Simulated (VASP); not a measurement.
Runs of VASP 6.6.1 on Co. The structure is that of space group Pm-3m (No. 221), or close to it. The cells are those of the table. 

| cell | gap on the mesh (eV) | pressure (GPa) | moment (μB) |
| --- | --- | --- | --- |
| a = 2.314 Å, 1 atom | none | -12.9 | (c) |
| a = 2.255 Å, 1 atom | none | -1.1 | (a) |
| a = 2.225 Å, 1 atom | none | 7.1 | 1.43 |
| a = 2.161 Å, 1 atom | none | (b) | 1.30 |
| a = 2.193 Å, 1 atom | none | 17.7 | 1.37 |

Alike in all rows: task single point; level LDA; potentials or basis VASP PAW LDA potentials, release 64 (Co); spin collinear, ferromagnetic start; k mesh 16 × 16 × 16; cutoff (eV) 520; smearing fermi-dirac 0.05 eV.

Question: Fill in the values left out.

Answer: (a) 1.50; (b) 31.1; (c) 1.63.

A gap of «none» marks levels without a gap at the run's occupations.
